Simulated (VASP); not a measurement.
# SiO2 (Fm-3m) in VASP: notebook, part 2 of 2

VASP 6.6.1. Earlier steps stand in the parts before.

## (5) Single point, PBE

Input file INCAR:

```
PREC = Accurate ; ENCUT = 520
EDIFF = 1E-6 ; ISMEAR = 0
SIGMA = 0.01 ; LREAL = F
LASPH = T ; NELM = 60
ALGO = Normal ; ISIF = 2
LWAVE = F ; LCHARG = F
GGA = PE ; ISYM = 0
NBANDS = 15
```

Input file KPOINTS:

```
Automatic mesh
0
Gamma
  6 6 6
  0.5 0.5 0.5
```

Input file POSCAR:

```
SiO2
1.0
    0.0000000000      2.2641691167      2.2641691167
    2.2641691167      0.0000000000      2.2641691167
    2.2641691167      2.2641691167      0.0000000000
Si O
1 2
Direct
    0.0000000000      0.0000000000      0.0000000000
    0.2500000000      0.2500000000      0.2500000000
    0.7500000000      0.7500000000      0.7500000000
```

Potentials or basis: VASP PAW PBE potentials, release 64 (Si, O).

Started as:

```
cat potpaw_PBE.64/Si/POTCAR potpaw_PBE.64/O/POTCAR > POTCAR
mpirun -np 1 vasp_std > vasp.out
```

OUTCAR:

```text
PREC = Accurate
   ENCUT = 520
   EDIFF = 1E-6
   ISMEAR = 0
   LREAL = F
   LASPH = T
   NELM = 60
   ISIF = 2
   GGA = PE
   ISYM = 0

 ion  position               nearest neighbor table
   1  0.000  0.000  0.000-   2 1.96   3 1.96   3 1.96   3 1.96   3 1.96   2 1.96   2 1.96   2 1.96

   2  0.250  0.250  0.250-   1 1.96   1 1.96   1 1.96   1 1.96
   3  0.750  0.750  0.750-   1 1.96   1 1.96   1 1.96   1 1.96

IMPORTANT INFORMATION: All symmetrisations will be switched off!
NOSYMM: (Re-)initialisation of all symmetry stuff for point group C_1.

----------------------------------------------------------------------------------------

                                     Primitive cell

  volume of cell :      23.2144

  direct lattice vectors                    reciprocal lattice vectors
     0.000000000  2.264169117  2.264169117    -0.220831561  0.220831561  0.220831561
     2.264169117  0.000000000  2.264169117     0.220831561 -0.220831561  0.220831561
     2.264169117  2.264169117  0.000000000     0.220831561  0.220831561 -0.220831561

  length of vectors
     3.202018672  3.202018672  3.202018672     0.382491483  0.382491483  0.382491483

  position of ions in fractional coordinates (direct lattice)
[... 139 lines left out ...]
      2      -6.5500      2.00000
      3       3.7476      2.00000
      4       3.8306      2.00000
      5       3.8306      2.00000
      6       6.9984      2.00000
      7       7.2549      2.00000
      8       7.2549      2.00000
      9      12.3867      0.00000
     10      15.6624      0.00000
     11      15.7874      0.00000
     12      15.7874      0.00000
     13      22.2872      0.00000
     14      22.2872      0.00000
[... 401 lines left out ...]
      2      -8.6238      2.00000
      3       2.0768      2.00000
      4       3.9279      2.00000
      5       4.5325      2.00000
      6       4.6083      2.00000
      7       5.1694      2.00000
      8       6.9194      2.00000
      9      15.1588      0.00000
     10      18.2788      0.00000
     11      18.2862      0.00000
     12      19.3428      0.00000
     13      22.9840      0.00000
     14      24.0003      0.00000
     15      27.2316      0.00000

 [... further k-points ...]
[... 5 lines left out ...]
  --------------------------------------------------------------------------------------
  -------------------------------------------------------------------------------------
  Total        1.4989216      1.4989217      1.4989216      0.0000125      0.0000143      0.0000138
  in kB      103.4505796    103.4505858    103.4505781      0.0008629      0.0009850      0.0009525
  external PRESSURE =     103.4505811 kB  Pullay stress =       0.0000000 kB

 VOLUME and BASIS-vectors are now :
 -----------------------------------------------------------------------------
  energy-cutoff  :      520.00
  volume of cell :       23.21
      direct lattice vectors                 reciprocal lattice vectors
     0.000000000  2.264169117  2.264169117    -0.220831561  0.220831561  0.220831561
     2.264169117  0.000000000  2.264169117     0.220831561 -0.220831561  0.220831561
     2.264169117  2.264169117  0.000000000     0.220831561  0.220831561 -0.220831561

 POSITION                                       TOTAL-FORCE (eV/Angst)
 -----------------------------------------------------------------------------------
      0.00000      0.00000      0.00000        -0.000000      0.000000      0.000000
      1.13208      1.13208      1.13208         0.000000     -0.000000     -0.000002
      3.39625      3.39625      3.39625        -0.000000      0.000000      0.000002
 -----------------------------------------------------------------------------------
    total drift:                                0.000000     -0.000000     -0.000000

  FREE ENERGIE OF THE ION-ELECTRON SYSTEM (eV)
  ---------------------------------------------------
  free  energy   TOTEN  =       -19.9013204036 eV

  energy  without entropy=      -19.9013204036  energy(sigma->0) =      -19.90132040
```

stdout:

```text
POSCAR found type information on POSCAR SiO
 POSCAR found :  2 types and       3 ions
 scaLAPACK will be used
 LDA part: xc-table for (Slater+PW92), standard interpolation
 POSCAR, INCAR and KPOINTS ok, starting setup
 FFT: planning ... GRIDC
 FFT: planning ... GRID_SOFT
 FFT: planning ... GRID
 WAVECAR not read
 entering main loop
```

It took 2.4 min on 1 thread of Intel Xeon 8259CL, shared host; peak memory 0.24 GiB.

Results:

```
Free energy            : -19.9013 eV
Pressure               : 10.3 GPa
Band gap on the k mesh : 2.51 eV, direct
```

## (6) Single point, HSE06

POSCAR is that of step 5.

Input file INCAR.step1:

```
SYSTEM = SiO2
PREC = Accurate
ENCUT = 520
EDIFF = 1E-5
ISMEAR = 0
SIGMA = 0.01
LREAL = .FALSE.
LASPH = .TRUE.
NELM = 100
ALGO = Normal
ISIF = 2
LWAVE = .TRUE.
GGA = PE
NBANDS = 15
```

Input file INCAR.step2:

```
SYSTEM = SiO2
PREC = Accurate
ENCUT = 520
EDIFF = 1E-6
ISMEAR = 0
SIGMA = 0.01
LREAL = .FALSE.
LASPH = .TRUE.
NELM = 100
ALGO = Normal
ISIF = 2
LWAVE = .FALSE.
LCHARG = .TRUE.
GGA = PE
LHFCALC = .TRUE.
HFSCREEN = 0.2079
PRECFOCK = Normal
LELF = .TRUE.
LVHAR = .TRUE.
ISTART = 1
NBANDS = 15
```

Input file KPOINTS:

```
regular mesh
0
G
  4 4 4
  0 0 0
```

Potentials or basis: VASP PAW PBE potentials, release 64 (Si, O).

Started as:

```
cat potpaw_PBE.64/Si/POTCAR potpaw_PBE.64/O/POTCAR > POTCAR
cp INCAR.step1 INCAR
mpirun -np 1 vasp_std > vasp.out
cp INCAR.step2 INCAR
mpirun -np 1 vasp_std > vasp.out
```

Wall time 5.7 min (1 thread of Intel Xeon 8259CL, shared host); peak memory 0.23 GiB.

Results (log left out):

| Quantity | Value |
| --- | --- |
| Free energy | -25.0163 eV |
| Pressure | -4.0 GPa |
| Band gap on the k mesh | 3.56 eV, direct |

Levels at points of the mesh, in eV from the valence-band top:
```
           k point  band 4  band 5  band 6  band 7  band 8  band 9  band 10  band 11  band 12  band 13
(0.00, 0.00, 0.00)   -6.26   -6.26   -2.45   -2.45   -2.45    3.76     7.64     7.64     7.64    14.29
(0.50, 0.00, 0.00)   -5.66   -5.66   -5.46   -4.84   -4.84    7.91    11.74    12.15    12.15    15.79
(0.50, 0.50, 0.00)   -8.78   -8.78   -1.08   -1.08    0.00    3.56    10.10    13.34    15.09    15.09
```

Caveat: the k points lie up to 0.60 Å⁻¹ apart; the PAW data sets were made with another functional, which shifts forces and pressure a little. A k mesh can miss the band edges.

## (7) Summary

```tsv
level	k mesh	grid for exact exchange (PRECFOCK)	screening parameter	gap on the mesh (eV)	pressure (GPa)
PBE	6 × 6 × 6	-	-	2.06	10.3
r2SCAN	6 × 6 × 6	-	-	2.68	0.6
PBE	6 × 6 × 6, shifted	-	-	2.51	10.3
HSE06	4 × 4 × 4	Normal	0.2079 1/Å	3.56	-4.0
```

Alike in all rows: task single point; potentials or basis VASP PAW PBE potentials, release 64 (Si, O); no spin polarisation; cell as given; cutoff (eV) 520; smearing gaussian 0.01 eV.

Caveats: some runs use coarse meshes; the PAW data sets were made with another functional, which shifts forces and pressure a little (some runs).

Total energies depend on the potentials used, so only differences within one code and one set of settings carry meaning.
